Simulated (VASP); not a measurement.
# PtSe2 in VASP: a series of runs

Runs on PtSe2. Level: PBE+D3(BJ). Tasks: single point.

Program: VASP 6.6.1. These are calculated values, not measurements. Logs are shortened: lines on timing, memory, paths and dates and some standing lists are left out, and cuts for length are marked.

## (1) The cell of the first run

The cell holds a slab with vacuum, 6 atoms: a = 3.707 Å, b = 3.707 Å, c = 22.798 Å, α = 90.00°, β = 90.00°, γ = 120.00°.

## (2) Single point, PBE+D3(BJ)

INCAR reads:

```
SYSTEM = PtSe2
  PREC = Accurate
  ENCUT = 520
  EDIFF = 1E-6
  ISMEAR = 0
  SIGMA = 0.05
  LREAL = .False.
  LASPH = .True.
  NELM = 100
  ALGO = Normal
  ISIF = 2
  LWAVE = .False.
  LCHARG = .False.
  LDIPOL = .True.
  IDIPOL = 3
  DIPOL = 0.5 0.5 0.391
  GGA = PE
  IVDW = 12
  NBANDS = 31
```

KPOINTS reads:

```
regular mesh
0
Gamma
  9 9 1
  0 0 0
```

POSCAR reads:

```
PtSe2
1.0
    3.7070358307      0.0000000000      0.0000000000
   -1.8535179153      3.2103872021      0.0000000000
    0.0000000000      0.0000000000     22.7981611688
Se Pt
4 2
Direct
    0.6666666667      0.3333333333      0.1973843402
    0.3333333333      0.6666666667      0.3135814565
    0.3333333333      0.6666666667      0.4675412418
    0.0000000000      1.0000000000      0.5837383581
    0.0000000000      0.0000000000      0.2554828983
   -0.3333333333      0.3333333333      0.5256398000
```

Potentials or basis: VASP PAW PBE potentials, release 64 (Se, Pt).

Started as:

```console
$ cat potpaw_PBE.64/Se/POTCAR potpaw_PBE.64/Pt/POTCAR > POTCAR
$ mpirun -np 1 vasp_std > vasp.out
```

OUTCAR:

```text
SYSTEM = PtSe2
   PREC = Accurate
   ENCUT = 520
   EDIFF = 1E-6
   ISMEAR = 0
   LREAL = .False.
   LASPH = .True.
   NELM = 100
   ISIF = 2
   GGA = PE
   IVDW = 12
 IVDW          = 12

 ion  position               nearest neighbor table
   1  0.667  0.333  0.197-   5 2.52   5 2.52   5 2.52
   2  0.333  0.667  0.314-   5 2.52   5 2.52   5 2.52
   3  0.333  0.667  0.468-   6 2.52   6 2.52   6 2.52
   4  0.000  0.000  0.584-   6 2.52   6 2.52   6 2.52
   5  0.000  0.000  0.255-   1 2.52   1 2.52   1 2.52   2 2.52   2 2.52   2 2.52
   6  0.667  0.333  0.526-   4 2.52   4 2.52   4 2.52   3 2.52   3 2.52   3 2.52

  LATTYP: Found a hexagonal cell.
 ALAT       =     3.7070358307
 C/A-ratio  =     6.1499705452

  Lattice vectors:

 A1 = (   3.7070358307,   0.0000000000,   0.0000000000)
 A2 = (  -1.8535179153,   3.2103872021,   0.0000000000)
 A3 = (   0.0000000000,   0.0000000000,  22.7981611688)

Analysis of symmetry for initial positions (statically):
=====================================================================
 Subroutine PRICEL returns:
 Original cell was already a primitive cell.

 Routine SETGRP: Setting up the symmetry group for a
 hexagonal supercell.

 Subroutine GETGRP returns: Found 12 space group operations
 (whereof  6 operations were pure point group operations)
 out of a pool of 24 trial point group operations.

The static configuration has the point symmetry C_3v.
 The point group associated with its full space group is D_3d.

Analysis of symmetry for dynamics (positions and initial velocities):
=====================================================================
 Subroutine PRICEL returns:
 Original cell was already a primitive cell.

 Routine SETGRP: Setting up the symmetry group for a
 hexagonal supercell.

 Subroutine GETGRP returns: Found 12 space group operations
 (whereof  6 operations were pure point group operations)
 out of a pool of 24 trial point group operations.

The dynamic configuration has the point symmetry C_3v.
 The point group associated with its full space group is D_3d.

 Subroutine INISYM returns: Found 12 space group operations
 (whereof  6 operations are pure point group operations),
 and found     1 'primitive' translations

----------------------------------------------------------------------------------------

                                     Primitive cell

  volume of cell :     271.3214

  direct lattice vectors                    reciprocal lattice vectors
     3.707035831  0.000000000  0.000000000     0.269757306  0.155744453  0.000000000
    -1.853517915  3.210387202  0.000000000     0.000000000  0.311488907  0.000000000
     0.000000000  0.000000000 22.798161169     0.000000000  0.000000000  0.043863187

  length of vectors
     3.707035831  3.707035831 22.798161169     0.311488907  0.311488907  0.043863187

  position of ions in fractional coordinates (direct lattice)
     0.666666667  0.333333333  0.197384340
     0.333333333  0.666666667  0.313581457
     0.333333333  0.666666667  0.467541242
     0.000000000  0.000000000  0.583738358
     0.000000000  0.000000000  0.255482898
     0.666666667  0.333333333  0.525639800

  ion indices of the primitive-cell ions
   primitive index   ion index
                 1           1
                 2           2
                 3           3
                 4           4
                 5           5
                 6           6

----------------------------------------------------------------------------------------

 KPOINTS: regular mesh

Automatic generation of k-mesh.
 Grid dimensions read from file:
 generate k-points for:    9    9    1

 Generating k-lattice:

  Cartesian coordinates                     Fractional coordinates (reciprocal lattice)
     0.029973034  0.017304939  0.000000000     0.111111111  0.000000000  0.000000000
     0.000000000  0.034609879  0.000000000     0.000000000  0.111111111  0.000000000
     0.000000000  0.000000000  0.043863187     0.000000000  0.000000000  1.000000000

  Length of vectors
     0.034609879  0.034609879  0.043863187

  Shift w.r.t. Gamma in fractional coordinates (k-lattice)
     0.000000000  0.000000000  0.000000000

 Subroutine IBZKPT returns following result:
 ===========================================

 Found     12 irreducible k-points:

 Following reciprocal coordinates:
            Coordinates               Weight
  0.000000  0.000000  0.000000      1.000000
  0.111111  0.000000  0.000000      6.000000
  0.222222 -0.000000  0.000000      6.000000
  0.333333  0.000000  0.000000      6.000000
  0.444444 -0.000000  0.000000      6.000000
  0.111111  0.111111  0.000000      6.000000
  0.222222  0.111111  0.000000     12.000000
  0.333333  0.111111  0.000000     12.000000
  0.444444  0.111111  0.000000      6.000000
  0.222222  0.222222  0.000000      6.000000
  0.333333  0.222222  0.000000     12.000000
  0.333333  0.333333  0.000000      2.000000
   k-points           NKPTS =     12   k-points in BZ     NKDIM =     12   number of bands    NBANDS=     31
   number of dos      NEDOS =    301   number of ions     NIONS =      6
   total plane-waves  NPLWV = 141120
   dimension x,y,z NGX =    28 NGY =   28 NGZ =  180
   dimension x,y,z NGXF=    56 NGYF=   56 NGZF=  360
   ions per type =               4   2
   NGX,Y,Z   is equivalent  to a cutoff of  12.56, 12.56, 13.13 a.u.
   NGXF,Y,Z  is equivalent  to a cutoff of  25.11, 25.11, 26.25 a.u.
 SYSTEM =  PtSe2
   PREC   = accura    normal or accurate (medium, high low for compatibility)
   ISTART =      0    job   : 0-new  1-cont  2-samecut
   ICHARG =      2    charge: 1-file 2-atom 10-const
   ISPIN  =      1    spin polarized calculation?
   LNONCOLLINEAR =      F non collinear calculations
   LSORBIT =      F    spin-orbit coupling
   LASPH  =      T    aspherical Exc in radial PAW
   ENCUT  =  520.0 eV  38.22 Ry    6.18 a.u.   6.89  6.89 42.39*2*pi/ulx,y,z
   NELM   =    100;   NELMIN=  2; NELMDL= -5     # of ELM steps
   EDIFF  = 0.1E-05   stopping-criterion for ELM
   LREAL  =      F    real-space projection
   EDIFFG = 0.1E-04   stopping-criterion for IOM
   NSW    =      0    number of steps for IOM
   IBRION =     -1    ionic relax: 0-MD 1-quasi-New 2-CG
   NFREE  =      0    steps in history (QN), initial steepest desc. (CG)
   ISIF   =      2    stress and relaxation
   ISYM   =      2    0-nonsym 1-usesym 2-fastsym
   POTIM  = 0.5000    time-step for ionic-motion
   TEBEG  =    0.0;   TEEND  =   0.0 temperature during run
   PSTRESS=    0.0 pullay stress
   NELECT =      44.0000    total number of electrons
   NUPDOWN=      -1.0000    fix difference up-down
   EMIN   =  10.00;   EMAX   =-10.00  energy-range for DOS
   EFERMI =   0.00;   METHOD = LEGACY
   ISMEAR =     0;   SIGMA  =   0.05  broadening in eV -4-tet -1-fermi 0-gaus
   EFERMI_NEDOS =   21; number of points for ismear=-14 and -15
   IALGO  =     38    algorithm
   IMIX   =      4    mixing-type and parameters
     AMIX     =   0.40;   BMIX     =  1.00
     AMIX_MAG =   1.60;   BMIX_MAG =  1.00
  volume/ion in A,a.u.               =      45.22       305.16
  Fermi-wavevector in a.u.,A,eV,Ry     =   0.892752  1.687058 10.843938  0.797007
  Thomas-Fermi vector in A             =   2.014742
   LORBIT       =      0    0 simple, 1 ext, 2 COOP (PROOUT), +10 PAW based schemes
   GGA     = PE    functional components
   LHFCALC =     F    Hartree Fock is set to
   AEXX    =    0.0000 exact exchange contribution
   IVDW    =    12    specifies the selected vdW correction
   LEPSILON=     F    determine dielectric tensor
   LRPA    =     F    only Hartree local field effects (RPA)
 non-spin polarized calculation
 Gauss-broadening in eV      SIGMA  =   0.05
  energy-cutoff  :      520.00
  volume of cell :      271.32
 maximum number of plane-waves:      7334
 NGX is ok and might be reduce to    28
   NGX = 13   NGY = 13   NGZ = 85

 dipolmoment           0.000000      0.000000      0.000021 electrons x Angstroem

 number of electron      44.0000001 magnetization

 dipolmoment           0.000000      0.000000     -0.000009 electrons x Angstroem

 Free energy of the ion-electron system (eV)
  ---------------------------------------------------
  ext. energy  EPLUGINS =         0.00000000
  ---------------------------------------------------
  free energy    TOTEN  =       -28.52694357 eV

  energy without entropy =      -28.52694357  energy(sigma->0) =      -28.52694357

 E-fermi :  -0.0799     XC(G=0):  -5.5104

 val. band max:       -0.3048419267   @ k =   0.1111   0.1111   0.0000
 cond. band min:       0.5210943731   @ k =   0.2222  -0.0000   0.0000
 fundamental gap:      0.8259362997
 Fermi energy:        -0.0799016462

 k-point     1 :       0.0000    0.0000    0.0000
  band No.  band energies     occupation
      1     -14.7632      2.00000
      2     -14.6994      2.00000
      3     -13.0334      2.00000
      4     -12.9056      2.00000
      5      -6.0351      2.00000
      6      -5.7701      2.00000
[... 23 lines left out ...]
     30       4.8800      0.00000
     31       5.0080      0.00000

 k-point     2 :       0.1111    0.0000    0.0000
  band No.  band energies     occupation
      1     -14.6316      2.00000
      2     -14.5666      2.00000
      3     -13.0359      2.00000
      4     -12.9140      2.00000
      5      -5.9347      2.00000
      6      -5.7868      2.00000
[... 23 lines left out ...]
     30       5.4517      0.00000
     31       5.7101      0.00000

 k-point     3 :       0.2222   -0.0000    0.0000
  band No.  band energies     occupation
      1     -14.2678      2.00000
      2     -14.1995      2.00000
      3     -13.0458      2.00000
      4     -12.9388      2.00000
      5      -5.9020      2.00000
      6      -5.7738      2.00000
[... 295 lines left out ...]
     30       7.0814      0.00000
     31       7.2580      0.00000

 k-point    12 :       0.3333    0.3333    0.0000
  band No.  band energies     occupation
      1     -13.1630      2.00000
      2     -13.0498      2.00000
      3     -13.0497      2.00000
      4     -13.0075      2.00000
      5      -5.9689      2.00000
      6      -5.9689      2.00000
[... 23 lines left out ...]
     30       7.3093      0.00000
     31       7.3093      0.00000

------------------------ aborting loop because EDIFF is reached ----------------------------------------

 vacuum level on the upper side and lower side of the slab       (xc-potential included)        -0.223        -0.223

 Edisp (eV)   -2.05981

 E8    (eV) :    -0.9124

  FORCE on cell =-STRESS in cart. coord.  units (eV):
  Direction    XX          YY          ZZ          XY          YZ          ZX
  --------------------------------------------------------------------------------------
  -------------------------------------------------------------------------------------
  Total      -0.04450    -0.04450    -0.07175    -0.00000     0.00000     0.00000
  in kB      -0.26279    -0.26279    -0.42369    -0.00000     0.00000     0.00000
  external pressure =       -0.32 kB  Pullay stress =        0.00 kB

 VOLUME and BASIS-vectors are now :
 -----------------------------------------------------------------------------
  energy-cutoff  :      520.00
  volume of cell :      271.32
      direct lattice vectors                 reciprocal lattice vectors
     3.707035831  0.000000000  0.000000000     0.269757306  0.155744453  0.000000000
    -1.853517915  3.210387202  0.000000000     0.000000000  0.311488907  0.000000000
     0.000000000  0.000000000 22.798161169     0.000000000  0.000000000  0.043863187

 POSITION                                       TOTAL-FORCE (eV/Angst)
 -----------------------------------------------------------------------------------
      1.85352      1.07013      4.50000         0.000000     -0.000000     -0.001991
     -0.00000      2.14026      7.14908        -0.000000      0.000000     -0.031698
     -0.00000      2.14026     10.65908         0.000000     -0.000000      0.031698
      0.00000      0.00000     13.30816        -0.000000      0.000000      0.001991
      0.00000      0.00000      5.82454         0.000000      0.000000      0.024637
      1.85352      1.07013     11.98362        -0.000000     -0.000000     -0.024637
 -----------------------------------------------------------------------------------
    total drift:                               -0.000000      0.000000     -0.000230

  FREE ENERGIE OF THE ION-ELECTRON SYSTEM (eV)
  ---------------------------------------------------
  free  energy   TOTEN  =       -30.5867584670 eV

  energy  without entropy=      -30.5867584670  energy(sigma->0) =      -30.58675847

 vacuum level on the upper side and lower side of the slab         4.857         4.857
```

It took 4.9 min on 1 thread of Intel Xeon 8259CL, shared host; peak memory 0.41 GiB.

Results:

| Property | Result |
| --- | --- |
| Free energy | -30.5868 eV |
| Largest force | 0.032 eV/Å |
| Band gap on the k mesh | 0.83 eV (least direct gap 1.01 eV) |
| Dispersion energy per atom | -0.343 eV |

Forces in eV/Å, atoms in the order of the input:
```
Se   0.000  0.000 -0.002
Se   0.000  0.000 -0.032
Se   0.000  0.000  0.032
Se   0.000  0.000  0.002
Pt   0.000  0.000  0.025
Pt   0.000  0.000 -0.025
```

Levels at points of the mesh, in eV from the valence-band top:
| k point | band 19 | band 20 | band 21 | band 22 | band 23 | band 24 | band 25 | band 26 |
| --- | --- | --- | --- | --- | --- | --- | --- | --- |
| (0.00, 0.00, 0.00) | -0.42 | -0.42 | -0.34 | -0.34 | 2.52 | 2.52 | 2.64 | 2.64 |

Caveat: spin-orbit coupling is left out, which moves the levels of the heavy elements.

[end of part 1 of 2]
